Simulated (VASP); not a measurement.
# SbSe5 (R-3m) in VASP: relaxation of cell and atoms with PBE

Aim: the relaxation of cell and atoms of SbSe5 with PBE.

All numbers are computed with VASP 6.6.1; they aren't measurements. Logs are shortened: lines on timing, memory, paths and dates and some standing lists are left out, and cuts for length are marked.

## Step 1: The cell of the first run

Symmetry: R-3m, No. 166, trigonal system. Conventional cell: a = 7.401 Å, b = 7.401 Å, c = 11.031 Å, α = 90.00°, β = 90.00°, γ = 120.00°. Within 3.7 Å of Sb (site symmetry -3m) lie 8 Se at 2.82 to 3.36 Å. Se (site symmetry 2/m) has 2 Se at 2.63 Å and 2 Sb at 2.82 Å within 3.5 Å. Within 3.5 Å of Se (site symmetry 3m) lie 3 Se at 2.63 Å and 1 Sb at 3.36 Å.

The cell was generated, and may not be a known phase.

## Step 2: Relaxation of cell and atoms, PBE

File INCAR:

```
PREC     = Accurate       # precision mode
ENCUT    = 600            # plane-wave cutoff, eV
EDIFF    = 1E-7           # SCF threshold, eV
ISMEAR   = 0              # smearing method
SIGMA    = 0.1            # smearing width, eV
LREAL    = False          # projectors in reciprocal space
LASPH    = True           # aspherical terms in the spheres
NELM     = 60             # most SCF steps
ALGO     = Normal         # electronic algorithm
ISIF     = 3              # what is computed and relaxed
LWAVE    = False          # write WAVECAR
LCHARG   = False          # write CHGCAR
GGA      = PE             # functional
IBRION   = 2              # ionic algorithm
NSW      = 100            # ionic steps
EDIFFG   = -0.01          # ionic threshold
```

File KPOINTS:

```
regular mesh
0
Gamma
  6 6 6
```

File POSCAR:

```
SbSe5
1.0
    3.7006915544      2.1365952651      3.6769687147
   -3.7006915544      2.1365952651      3.6769687147
    0.0000000000     -4.2731905303      3.6769687147
Sb Se
1 5
Direct
    0.5000000000      0.5000000000      0.5000000000
    0.5000000000      0.5000000000      0.0000000000
    0.0000000000      0.5000000000      0.5000000000
    0.5000000000      0.0000000000      0.5000000000
    0.1949701059      0.1949701059      0.1949701059
    0.8050298941      0.8050298941      0.8050298941
```

Potentials or basis: VASP PAW PBE potentials, release 64 (Sb, Se).

Launch:

```sh
cat potpaw_PBE.64/Sb/POTCAR potpaw_PBE.64/Se/POTCAR > POTCAR
mpirun -np 1 vasp_std > vasp.out
```

OUTCAR:

```text
PREC = Accurate
   ENCUT = 600
   EDIFF = 1E-7
   ISMEAR = 0
   LREAL = False
   LASPH = True
   NELM = 60
   ISIF = 3
   GGA = PE
   IBRION = 2
   NSW = 100
   EDIFFG = -0.01

 ion  position               nearest neighbor table
   1  0.500  0.500  0.500-   3 2.82   4 2.82   4 2.82   3 2.82   2 2.82   2 2.82
   2  0.500  0.500  0.000-   5 2.63   6 2.63   1 2.82   1 2.82
   3  0.000  0.500  0.500-   5 2.63   6 2.63   1 2.82   1 2.82
   4  0.500  0.000  0.500-   5 2.63   6 2.63   1 2.82   1 2.82
   5  0.195  0.195  0.195-   2 2.63   3 2.63   4 2.63
   6  0.805  0.805  0.805-   2 2.63   3 2.63   4 2.63

  LATTYP: Found a trigonal (rhomboedric) cell.
 ALAT       =     5.6373980023
 COS(alpha) =     0.1381367174

  Lattice vectors:

 A1 = (   3.7006915544,   2.1365952651,   3.6769687147)
 A2 = (  -3.7006915544,   2.1365952651,   3.6769687147)
 A3 = (   0.0000000000,  -4.2731905303,   3.6769687147)

Analysis of symmetry for initial positions (statically):
=====================================================================
 Subroutine PRICEL returns:
 Original cell was already a primitive cell.

 Routine SETGRP: Setting up the symmetry group for a
 trigonal (rhombohedral) supercell.

 Subroutine GETGRP returns: Found 12 space group operations
 (whereof 12 operations were pure point group operations)
 out of a pool of 12 trial point group operations.

The static configuration has the point symmetry D_3d.

Analysis of symmetry for dynamics (positions and initial velocities):
=====================================================================
 Subroutine PRICEL returns:
 Original cell was already a primitive cell.

 Routine SETGRP: Setting up the symmetry group for a
 trigonal (rhombohedral) supercell.

 Subroutine GETGRP returns: Found 12 space group operations
 (whereof 12 operations were pure point group operations)
 out of a pool of 12 trial point group operations.

The dynamic configuration has the point symmetry D_3d.

 Subroutine INISYM returns: Found 12 space group operations
 (whereof 12 operations are pure point group operations),
 and found     1 'primitive' translations

----------------------------------------------------------------------------------------

                                     Primitive cell

  volume of cell :     174.4401

  direct lattice vectors                    reciprocal lattice vectors
[... 102 lines left out ...]
   ISYM   =      2    0-nonsym 1-usesym 2-fastsym
   POTIM  = 0.5000    time-step for ionic-motion
   TEBEG  =    0.0;   TEEND  =   0.0 temperature during run
   PSTRESS=    0.0 pullay stress
   NELECT =      35.0000    total number of electrons
   NUPDOWN=      -1.0000    fix difference up-down
   EMIN   =  10.00;   EMAX   =-10.00  energy-range for DOS
   EFERMI =   0.00;   METHOD = LEGACY
   ISMEAR =     0;   SIGMA  =   0.10  broadening in eV -4-tet -1-fermi 0-gaus
   EFERMI_NEDOS =   21; number of points for ismear=-14 and -15
   IALGO  =     38    algorithm
   IMIX   =      4    mixing-type and parameters
     AMIX     =   0.40;   BMIX     =  1.00
     AMIX_MAG =   1.60;   BMIX_MAG =  1.00
  volume/ion in A,a.u.               =      29.07       196.20
  Fermi-wavevector in a.u.,A,eV,Ry     =   0.958404  1.811121 12.497478  0.918539
  Thomas-Fermi vector in A             =   2.087509
   LORBIT       =      0    0 simple, 1 ext, 2 COOP (PROOUT), +10 PAW based schemes
   GGA     = PE    functional components
   LHFCALC =     F    Hartree Fock is set to
   AEXX    =    0.0000 exact exchange contribution
   IVDW    =     0    specifies the selected vdW correction
   LEPSILON=     F    determine dielectric tensor
   LRPA    =     F    only Hartree local field effects (RPA)
 conjugate gradient relaxation of ions
 non-spin polarized calculation
 Gauss-broadening in eV      SIGMA  =   0.10
  energy-cutoff  :      600.00
  volume of cell :      174.44
 maximum number of plane-waves:      5837
 NGX is ok and might be reduce to    48
   NGX = 23   NGY = 23   NGZ = 23

--------------------------------------- Ionic step        1  -------------------------------------------

 number of electron      35.0000003 magnetization

 Free energy of the ion-electron system (eV)
  ---------------------------------------------------
  ext. energy  EPLUGINS =         0.00000000
  ---------------------------------------------------
  free energy    TOTEN  =       -21.03190013 eV

  energy without entropy =      -21.02169976  energy(sigma->0) =      -21.02679995

------------------------ aborting loop because EDIFF is reached ----------------------------------------

  FORCE on cell =-STRESS in cart. coord.  units (eV):
  Direction    XX          YY          ZZ          XY          YZ          ZX
  --------------------------------------------------------------------------------------
  -------------------------------------------------------------------------------------
  Total        0.3635193      0.3635193     -0.2221915      0.0000000      0.0000000     -0.0000000
  in kB        3.3388099      3.3388099     -2.0407586      0.0000000      0.0000000     -0.0000000
  external PRESSURE =       1.5456204 kB  Pullay stress =       0.0000000 kB
[... 187 lines left out ...]
--------------------------------------- Ionic step        6  -------------------------------------------

 number of electron      35.0000003 magnetization

 Free energy of the ion-electron system (eV)
  ---------------------------------------------------
  ext. energy  EPLUGINS =         0.00000000
  ---------------------------------------------------
  free energy    TOTEN  =       -21.03805867 eV

  energy without entropy =      -21.02638599  energy(sigma->0) =      -21.03222233

 E-fermi :   2.5706     XC(G=0):  -8.6306

 val. band max:        2.5636431544   @ k =  -0.1667   0.3333   0.1667
 cond. band min:       2.5782766835   @ k =   0.5000   0.3333   0.1667
 fundamental gap:      0.0146335291
 Fermi energy:         2.5706441520

 k-point     1 :       0.0000    0.0000    0.0000
  band No.  band energies     occupation
      1     -12.2567      2.00000
      2     -10.0590      2.00000
      3      -9.8479      2.00000
      4      -9.8479      2.00000
      5      -8.3286      2.00000
      6      -4.6804      2.00000
[... 565 lines left out ...]
     20       4.5869      0.00000
     21       5.1257      0.00000

 [... further k-points ...]

------------------------ aborting loop because EDIFF is reached ----------------------------------------

  FORCE on cell =-STRESS in cart. coord.  units (eV):
  Direction    XX          YY          ZZ          XY          YZ          ZX
  --------------------------------------------------------------------------------------
  -------------------------------------------------------------------------------------
  Total        0.0130995      0.0130995     -0.0033152      0.0000000      0.0000000      0.0000000
  in kB        0.1191401      0.1191401     -0.0301515      0.0000000      0.0000000      0.0000000
  external PRESSURE =       0.0693762 kB  Pullay stress =       0.0000000 kB
[... 21 lines left out ...]
  FREE ENERGIE OF THE ION-ELECTRON SYSTEM (eV)
  ---------------------------------------------------
  free  energy   TOTEN  =       -21.0380586667 eV

  energy  without entropy=      -21.0263859876  energy(sigma->0) =      -21.03222233

 reached required accuracy - stopping structural energy minimisation
```

OSZICAR:

```text
N       E                     dE             d eps       ncg     rms          rms(c)
DAV:   1     0.236419629540E+03    0.23642E+03   -0.14560E+04  1344   0.152E+03
[... 56 lines left out ...]
DAV:   2    -0.210386335555E+02    0.12212E-02   -0.10445E-02  1769   0.554E-01    0.154E-01
DAV:   3    -0.210380924424E+02    0.54111E-03   -0.99967E-04  1628   0.172E-01    0.587E-02
DAV:   4    -0.210380499545E+02    0.42488E-04   -0.21408E-04  1793   0.760E-02    0.183E-02
DAV:   5    -0.210380561737E+02   -0.62192E-05   -0.12805E-05  1774   0.214E-02    0.863E-03
DAV:   6    -0.210380582232E+02   -0.20495E-05   -0.24073E-06  1587   0.982E-03    0.285E-03
DAV:   7    -0.210380586488E+02   -0.42560E-06   -0.64888E-07  1735   0.461E-03    0.931E-04
DAV:   8    -0.210380586667E+02   -0.17895E-07   -0.45684E-08   952   0.151E-03
   6 F= -.21038059E+02 E0= -.21032222E+02  d E =-.247247E-02
```

CONTCAR:

```text
SbSe5
   1.00000000000000
     3.7461527384787536    2.1628422919660921    3.6236408447478818
    -3.7461527384787536    2.1628422919660921    3.6236408447478818
     0.0000000000000000   -4.3256845840319569    3.6236408447470323
  Sb              Se
     1     5
Direct
     0.5000000000000000    0.5000000000000000    0.5000000000000000
     0.5000000000000000    0.5000000000000000    0.0000000000000000
     1.0000000000000000    0.5000000000000000    0.5000000000000000
     0.5000000000000000    1.0000000000000000    0.5000000000000000
     0.1956691720381033    0.1956691720381033    0.1956691720381033
     0.8043308279618967    0.8043308279618967    0.8043308279618968

  0.00000000E+00  0.00000000E+00  0.00000000E+00
  0.00000000E+00  0.00000000E+00  0.00000000E+00
  0.00000000E+00  0.00000000E+00  0.00000000E+00
  0.00000000E+00  0.00000000E+00  0.00000000E+00
  0.00000000E+00  0.00000000E+00  0.00000000E+00
  0.00000000E+00  0.00000000E+00  0.00000000E+00
```

Run time: 15 min. Hardware: 1 thread of Intel Xeon 8259CL, shared host; peak memory 0.42 GiB.

What came out:

```yaml
Free_energy: -21.0381 eV
Relaxed_volume: 29.36 Å³/atom
Relaxed_cell: a = 5.643 Å, b = 5.643 Å, c = 5.643 Å, α = 83.19°, β = 83.19°, γ = 83.19°
Space_group_after_relaxing_to_0.1_Å: R-3m (No. 166)
Energy_gained_by_relaxing: 1.0 meV/atom
Ionic_steps: 6
Pressure_after_relaxing: 0.0 GPa
Band_gap_on_the_k_mesh: zero (an odd number of electrons rules out a gap without spin polarisation)
```

Step by step:
```
step  energy change (eV)  largest force (eV/Å)  pressure (GPa)  volume (Å³)
   1              0.0000                0.0115            0.15       174.44
   2             -0.0021                0.0349            0.00       175.15
   3             -0.0035                0.0935           -0.37       176.94
   4             -0.0037                0.0799           -0.29       176.52
   5             -0.0049                0.0566           -0.20       176.42
   6             -0.0062                0.0016            0.01       176.16
```

Final structure:
```cif
data_structure
_symmetry_space_group_name_H-M 'P 1'
_symmetry_Int_Tables_number 1
_cell_length_a 5.6429
_cell_length_b 5.6429
_cell_length_c 5.6429
_cell_angle_alpha 83.191
_cell_angle_beta 83.191
_cell_angle_gamma 83.191
_cell_volume 176.16
loop_
_atom_site_label
_atom_site_type_symbol
_atom_site_fract_x
_atom_site_fract_y
_atom_site_fract_z
_atom_site_occupancy
Sb1 Sb 0.50000 0.50000 0.50000 1
Se1 Se 0.50000 0.50000 0.00000 1
Se2 Se 0.00000 0.50000 0.50000 1
Se3 Se 0.50000 0.00000 0.50000 1
Se4 Se 0.19567 0.19567 0.19567 1
Se5 Se 0.80433 0.80433 0.80433 1
```

Caveat: spin-orbit coupling is left out, which moves the levels of the heavy elements.
